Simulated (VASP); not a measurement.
# LiF in VASP: further runs

Runs on LiF. Level: PBE. Tasks: relaxation of cell and atoms, single point.

Program: VASP 6.6.1. These are calculated values, not measurements. Logs are shortened: lines on timing, memory, paths and dates and some standing lists are left out, and cuts for length are marked.

### Step 1. The cell of the first run

It takes space group Fm-3m (No. 225, cubic). Conventional cell: a = 4.068 Å, b = 4.068 Å, c = 4.068 Å, α = 90.00°, β = 90.00°, γ = 90.00°. Within 2.7 Å of Li (site symmetry m-3m) lie 6 F at 2.03 Å. Within 2.7 Å of F (site symmetry m-3m) lie 6 Li at 2.03 Å.

### Step 2. Relaxation of cell and atoms, PBE

The input, INCAR:

```
SYSTEM = LiF
PREC     = Accurate       ! precision mode
ENCUT    = 600            ! plane-wave cutoff, eV
EDIFF    = 1E-6           ! SCF threshold, eV
ISMEAR   = 0              ! smearing method
SIGMA    = 0.02           ! smearing width, eV
LREAL    = .FALSE.        ! projectors in reciprocal space
LASPH    = .TRUE.         ! aspherical terms in the spheres
NELM     = 60             ! most SCF steps
ALGO     = Normal         ! electronic algorithm
ISIF     = 3              ! what is computed and relaxed
LWAVE    = .FALSE.        ! write WAVECAR
LCHARG   = .FALSE.        ! write CHGCAR
GGA      = PE             ! functional
IBRION   = 2              ! ionic algorithm
NSW      = 100            ! ionic steps
EDIFFG   = -0.01          ! ionic threshold
```

The input, KPOINTS:

```
Automatic mesh
0
G
  10 10 10
  0 0 0
```

The input, POSCAR:

```
LiF
1.0
    0.0000000000      2.0340085237      2.0340085237
    2.0340085237      0.0000000000      2.0340085237
    2.0340085237      2.0340085237      0.0000000000
Li F
1 1
Direct
    0.5000000000      0.5000000000      0.5000000000
    0.0000000000      0.0000000000      0.0000000000
```

Potentials or basis: VASP PAW PBE potentials, release 64 (Li_sv, F).

The run is started by

```sh
cat potpaw_PBE.64/Li_sv/POTCAR potpaw_PBE.64/F/POTCAR > POTCAR
mpirun -np 1 vasp_std > vasp.out
```

OUTCAR:

```text
SYSTEM = LiF
   PREC = Accurate
   ENCUT = 600
   EDIFF = 1E-6
   ISMEAR = 0
   LREAL = .FALSE.
   LASPH = .TRUE.
   NELM = 60
   ISIF = 3
   GGA = PE
   IBRION = 2
   NSW = 100
   EDIFFG = -0.01

 ion  position               nearest neighbor table
   1  0.500  0.500  0.500-   2 2.03   2 2.03   2 2.03   2 2.03   2 2.03   2 2.03
   2  0.000  0.000  0.000-   1 2.03   1 2.03   1 2.03   1 2.03   1 2.03   1 2.03

  LATTYP: Found a face centered cubic cell.
 ALAT       =     4.0680170474

  Lattice vectors:

 A1 = (   0.0000000000,   2.0340085237,   2.0340085237)
 A2 = (   2.0340085237,   0.0000000000,   2.0340085237)
 A3 = (   2.0340085237,   2.0340085237,   0.0000000000)

Analysis of symmetry for initial positions (statically):
=====================================================================
 Subroutine PRICEL returns:
 Original cell was already a primitive cell.

 Routine SETGRP: Setting up the symmetry group for a
 face centered cubic supercell.

 Subroutine GETGRP returns: Found 48 space group operations
 (whereof 48 operations were pure point group operations)
 out of a pool of 48 trial point group operations.

The static configuration has the point symmetry O_h .

Analysis of symmetry for dynamics (positions and initial velocities):
=====================================================================
 Subroutine PRICEL returns:
 Original cell was already a primitive cell.

 Routine SETGRP: Setting up the symmetry group for a
 face centered cubic supercell.

 Subroutine GETGRP returns: Found 48 space group operations
 (whereof 48 operations were pure point group operations)
 out of a pool of 48 trial point group operations.

The dynamic configuration has the point symmetry O_h .

 Subroutine INISYM returns: Found 48 space group operations
 (whereof 48 operations are pure point group operations),
 and found     1 'primitive' translations

----------------------------------------------------------------------------------------

                                     Primitive cell

  volume of cell :      16.8302

  direct lattice vectors                    reciprocal lattice vectors
     0.000000000  2.034008524  2.034008524    -0.245820012  0.245820012  0.245820012
     2.034008524  0.000000000  2.034008524     0.245820012 -0.245820012  0.245820012
     2.034008524  2.034008524  0.000000000     0.245820012  0.245820012 -0.245820012

  length of vectors
     2.876522440  2.876522440  2.876522440     0.425772751  0.425772751  0.425772751

  position of ions in fractional coordinates (direct lattice)
     0.500000000  0.500000000  0.500000000
     0.000000000  0.000000000  0.000000000

  ion indices of the primitive-cell ions
   primitive index   ion index
                 1           1
                 2           2

----------------------------------------------------------------------------------------

 KPOINTS: Automatic mesh

Automatic generation of k-mesh.
 Grid dimensions read from file:
 generate k-points for:   10   10   10

 Generating k-lattice:

  Cartesian coordinates                     Fractional coordinates (reciprocal lattice)
    -0.024582001  0.024582001  0.024582001     0.100000000  0.000000000  0.000000000
     0.024582001 -0.024582001  0.024582001     0.000000000  0.100000000  0.000000000
     0.024582001  0.024582001 -0.024582001     0.000000000  0.000000000  0.100000000

  Length of vectors
     0.042577275  0.042577275  0.042577275

  Shift w.r.t. Gamma in fractional coordinates (k-lattice)
     0.000000000  0.000000000  0.000000000

 Subroutine IBZKPT returns following result:
 ===========================================

 Found     47 irreducible k-points:

 Following reciprocal coordinates:
            Coordinates               Weight
  0.000000  0.000000  0.000000      1.000000
  0.100000  0.000000  0.000000      8.000000
  0.200000  0.000000  0.000000      8.000000
  0.300000  0.000000  0.000000      8.000000
  0.400000  0.000000  0.000000      8.000000
  0.500000  0.000000  0.000000      4.000000
[... 16 lines left out ...]
  0.300000  0.300000  0.000000      6.000000
  0.400000  0.300000  0.000000     24.000000
 [... further k-points ...]
   k-points           NKPTS =     47   k-points in BZ     NKDIM =     47   number of bands    NBANDS=      9
   number of dos      NEDOS =    301   number of ions     NIONS =      2
   total plane-waves  NPLWV =  13824
   dimension x,y,z NGX =    24 NGY =   24 NGZ =   24
   dimension x,y,z NGXF=    48 NGYF=   48 NGZF=   48
   ions per type =               1   1
   NGX,Y,Z   is equivalent  to a cutoff of  13.87, 13.87, 13.87 a.u.
   NGXF,Y,Z  is equivalent  to a cutoff of  27.74, 27.74, 27.74 a.u.
 SYSTEM =  LiF
   PREC   = accura    normal or accurate (medium, high low for compatibility)
   ISTART =      0    job   : 0-new  1-cont  2-samecut
   ICHARG =      2    charge: 1-file 2-atom 10-const
   ISPIN  =      1    spin polarized calculation?
   LNONCOLLINEAR =      F non collinear calculations
   LSORBIT =      F    spin-orbit coupling
   LASPH  =      T    aspherical Exc in radial PAW
   ENCUT  =  600.0 eV  44.10 Ry    6.64 a.u.   5.75  5.75  5.75*2*pi/ulx,y,z
   NELM   =     60;   NELMIN=  2; NELMDL= -5     # of ELM steps
   EDIFF  = 0.1E-05   stopping-criterion for ELM
   LREAL  =      F    real-space projection
   EDIFFG = -.1E-01   stopping-criterion for IOM
   NSW    =    100    number of steps for IOM
   IBRION =      2    ionic relax: 0-MD 1-quasi-New 2-CG
   NFREE  =      1    steps in history (QN), initial steepest desc. (CG)
   ISIF   =      3    stress and relaxation
   ISYM   =      2    0-nonsym 1-usesym 2-fastsym
   POTIM  = 0.5000    time-step for ionic-motion
   TEBEG  =    0.0;   TEEND  =   0.0 temperature during run
   PSTRESS=    0.0 pullay stress
   NELECT =      10.0000    total number of electrons
   NUPDOWN=      -1.0000    fix difference up-down
   EMIN   =  10.00;   EMAX   =-10.00  energy-range for DOS
   EFERMI =   0.00;   METHOD = LEGACY
   ISMEAR =     0;   SIGMA  =   0.02  broadening in eV -4-tet -1-fermi 0-gaus
   EFERMI_NEDOS =   21; number of points for ismear=-14 and -15
   IALGO  =     38    algorithm
   IMIX   =      4    mixing-type and parameters
     AMIX     =   0.40;   BMIX     =  1.00
     AMIX_MAG =   1.60;   BMIX_MAG =  1.00
  volume/ion in A,a.u.               =       8.42        56.79
  Fermi-wavevector in a.u.,A,eV,Ry     =   1.376297  2.600824 25.772054  1.894193
  Thomas-Fermi vector in A             =   2.501554
   LORBIT       =      0    0 simple, 1 ext, 2 COOP (PROOUT), +10 PAW based schemes
   GGA     = PE    functional components
   LHFCALC =     F    Hartree Fock is set to
   AEXX    =    0.0000 exact exchange contribution
   IVDW    =     0    specifies the selected vdW correction
   LEPSILON=     F    determine dielectric tensor
   LRPA    =     F    only Hartree local field effects (RPA)
 conjugate gradient relaxation of ions
 non-spin polarized calculation
 Gauss-broadening in eV      SIGMA  =   0.02
  energy-cutoff  :      600.00
  volume of cell :       16.83
 maximum number of plane-waves:       588
   NGX = 11   NGY = 11   NGZ = 11

--------------------------------------- Ionic step        1  -------------------------------------------

 number of electron      10.0000000 magnetization

 number of electron       9.9999992 magnetization

 Free energy of the ion-electron system (eV)
  ---------------------------------------------------
  ext. energy  EPLUGINS =         0.00000000
  ---------------------------------------------------
  free energy    TOTEN  =        -9.64329971 eV

  energy without entropy =       -9.64329971  energy(sigma->0) =       -9.64329971

------------------------ aborting loop because EDIFF is reached ----------------------------------------

  FORCE on cell =-STRESS in cart. coord.  units (eV):
  Direction    XX          YY          ZZ          XY          YZ          ZX
  --------------------------------------------------------------------------------------
  -------------------------------------------------------------------------------------
  Total       -0.0814344     -0.0814344     -0.0814344      0.0000000      0.0000000      0.0000000
  in kB       -7.7522975     -7.7522975     -7.7522975      0.0000000      0.0000000      0.0000000
  external PRESSURE =      -7.7522975 kB  Pullay stress =       0.0000000 kB
[... 57 lines left out ...]
  energy  without entropy=       -9.6436429900  energy(sigma->0) =       -9.64364299

--------------------------------------- Ionic step        3  -------------------------------------------

 number of electron       9.9999991 magnetization

 Free energy of the ion-electron system (eV)
  ---------------------------------------------------
  ext. energy  EPLUGINS =         0.00000000
  ---------------------------------------------------
  free energy    TOTEN  =        -9.64374681 eV

  energy without entropy =       -9.64374681  energy(sigma->0) =       -9.64374681

 E-fermi :  -0.9086     XC(G=0):  -9.8956

 val. band max:       -1.1302928534   @ k =   0.0000   0.0000   0.0000
 cond. band min:       7.7994530658   @ k =   0.0000   0.0000   0.0000
 fundamental gap:      8.9297459192
 Fermi energy:        -0.9086047493

 k-point     1 :       0.0000    0.0000    0.0000
  band No.  band energies     occupation
      1     -42.0872      2.00000
      2     -21.0552      2.00000
      3      -1.1303      2.00000
      4      -1.1303      2.00000
      5      -1.1303      2.00000
      6       7.7995      0.00000
      7      22.5996      0.00000
      8      22.5997      0.00000
      9      22.5997      0.00000
[... 265 lines left out ...]
 k-point    24 :       0.4000    0.3000    0.0000
  band No.  band energies     occupation
      1     -42.0319      2.00000
      2     -20.5468      2.00000
      3      -3.3924      2.00000
      4      -1.9795      2.00000
      5      -1.8706      2.00000
      6      11.7809      0.00000
      7      15.5469      0.00000
      8      17.2143      0.00000
      9      18.8322      0.00000

 [... further k-points ...]

------------------------ aborting loop because EDIFF is reached ----------------------------------------

  FORCE on cell =-STRESS in cart. coord.  units (eV):
  Direction    XX          YY          ZZ          XY          YZ          ZX
  --------------------------------------------------------------------------------------
  -------------------------------------------------------------------------------------
  Total       -0.0004800     -0.0004800     -0.0004800     -0.0000000      0.0000000      0.0000000
  in kB       -0.0462290     -0.0462290     -0.0462290     -0.0000000      0.0000000      0.0000000
  external PRESSURE =      -0.0462290 kB  Pullay stress =       0.0000000 kB
[... 17 lines left out ...]
  FREE ENERGIE OF THE ION-ELECTRON SYSTEM (eV)
  ---------------------------------------------------
  free  energy   TOTEN  =        -9.6437468093 eV

  energy  without entropy=       -9.6437468093  energy(sigma->0) =       -9.64374681

 reached required accuracy - stopping structural energy minimisation
```

Run time: 15 s. Hardware: 1 thread of AMD EPYC 7R13 (Zen 3), shared host; peak memory 0.1 GiB.

What came out:

* Free energy: -9.6437 eV
* Relaxed volume: 8.32 Å³/atom
* Relaxed cell: a = 2.865 Å, b = 2.865 Å, c = 2.865 Å, α = 60.00°, β = 60.00°, γ = 60.00°
* Space group after relaxing (to 0.05 Å): Fm-3m (No. 225)
* Energy gained by relaxing: 0.2 meV/atom
* Ionic steps: 3
* Pressure after relaxing: 0.0 GPa
* Band gap on the k mesh: 8.93 eV, direct

Step by step:
```tsv
step	energy change (eV)	largest force (eV/Å)	pressure (GPa)	volume (Å³)
1	0.0000	0.0000	-0.78	16.83
2	-0.0003	0.0000	-0.38	16.73
3	-0.0004	0.0000	0.00	16.64
```

Final structure:
```yaml
crystal:
  lattice:
    - [0.00000, 2.02617, 2.02617]
    - [2.02617, 0.00000, 2.02617]
    - [2.02617, 2.02617, 0.00000]
  atoms:
    - { symbol: Li, position: [0.50000, 0.50000, 0.50000] }
    - { symbol: F, position: [0.00000, 0.00000, 0.00000] }
```

Caveat: the cutoff is under 1.25 times the usual one of these potentials, so pressure, stress and relaxed cells hold a basis-set (Pulay) error. A k mesh can miss the band edges.

(Continued in part 2 of 2.)
